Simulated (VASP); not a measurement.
VW7S16 (a cell with a defect), 24 atoms in the cell. The cell holds a defect, 24 atoms: a = 6.360 Å, b = 6.360 Å, c = 12.500 Å, α = 90.00°, β = 90.00°, γ = 120.00°. 

| Item | Value |
| --- | --- |
| Program | VASP 6.6.1 |
| Task | electric field gradients |
| Functional | PBE |
| Potentials or basis | VASP PAW PBE potentials, release 64 (V_sv, W_sv, S) |
| Cutoff | 520 eV |
| k mesh | 4 × 4 × 2 |
| Occupations | fermi-dirac, width 0.01 eV |
| Spin | no spin polarisation |
| Dipole correction | no |
| Charge | 1 |
| Further INCAR settings | LREAL = Auto; ALGO = Normal; EDIFF = 1e-08; NBANDS = 122; NELECT = 206.0 |

Potentials or basis: VASP PAW PBE potentials, release 64 (V_sv, W_sv, S).

Launch:

```bash
$ cat potpaw_PBE.64/V_sv/POTCAR potpaw_PBE.64/W_sv/POTCAR potpaw_PBE.64/S/POTCAR > POTCAR
$ mpirun -np 1 vasp_std > vasp.out
```

Hardware: 1 thread of Intel Xeon 8259CL (shared host).

Estimate the wall time of this run.

It took 33 min on 1 thread of Intel Xeon 8259CL, on a shared host, peak memory 0.66 GiB. Counts: scf iterations 24, k points 8.
